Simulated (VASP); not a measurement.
Set up this calculation in VASP 6.6.1, as the native input.

* Task: single point
* Functional: BLYP
* Dispersion: D3(BJ)
* Potentials or basis: VASP PAW PBE potentials, release 64 (Zn, O)
* Cutoff: 520 eV
* k mesh: 9 × 9 × 5
* Occupations: fermi-dirac, width 0.05 eV
* Spin: no spin polarisation
* Dipole correction: no
* Further INCAR settings: ALGO = Normal; EDIFF = 1e-07; NBANDS = 26

The structure of ZnO (zincite) lies in POSCAR:

```
ZnO
1.0
    3.1829769797      0.0000000000      0.0000000000
   -1.5914884899      2.7565389241      0.0000000000
    0.0000000000      0.0000000000      5.0994402224
Zn O
2 2
Direct
    0.6666666667      0.3333333333      0.0000000000
    0.3333333333      0.6666666667      0.5000000000
    0.3333333333      0.6666666667      0.8790100000
    0.6666666667      0.3333333333      0.3790100000
```

These files were run (other wordings do the same):

INCAR

```
SYSTEM = ZnO
PREC = Accurate ; ENCUT = 520
EDIFF = 1E-7 ; ISMEAR = -1
SIGMA = 0.05 ; LREAL = .False.
LASPH = .True. ; NELM = 60
ALGO = Normal ; ISIF = 2
LWAVE = .False. ; LCHARG = .False.
GGA = B5 ; ALDAX = 1.0
AGGAX = 1.0 ; AGGAC = 1.0
ALDAC = 0.0 ; IVDW = 12
VDW_S6 = 1.0 ; VDW_S8 = 2.6996
VDW_A1 = 0.4298 ; VDW_A2 = 4.2359
NBANDS = 26
```

KPOINTS

```
Automatic mesh
0
Gamma
  9 9 5
  0 0 0
```

Potentials or basis: VASP PAW PBE potentials, release 64 (Zn, O).

Launch:

```sh
$ cat potpaw_PBE.64/Zn/POTCAR potpaw_PBE.64/O/POTCAR > POTCAR
$ mpirun -np 1 vasp_std > vasp.out
```

Results of the run:

| Quantity | Value |
| --- | --- |
| Pressure | 14.7 GPa |
| Largest force | 0.093 eV/Å |
| Band gap on the k mesh | 1.07 eV, direct |
| Dispersion energy per atom | -0.511 eV |

Caveat: the PAW data sets were made with another functional, which shifts forces and pressure a little.

It took 23 s on 1 thread of Intel(R) Xeon(R) 6975P-C (Granite Rapids) (shared host), peak memory 0.18 GiB.
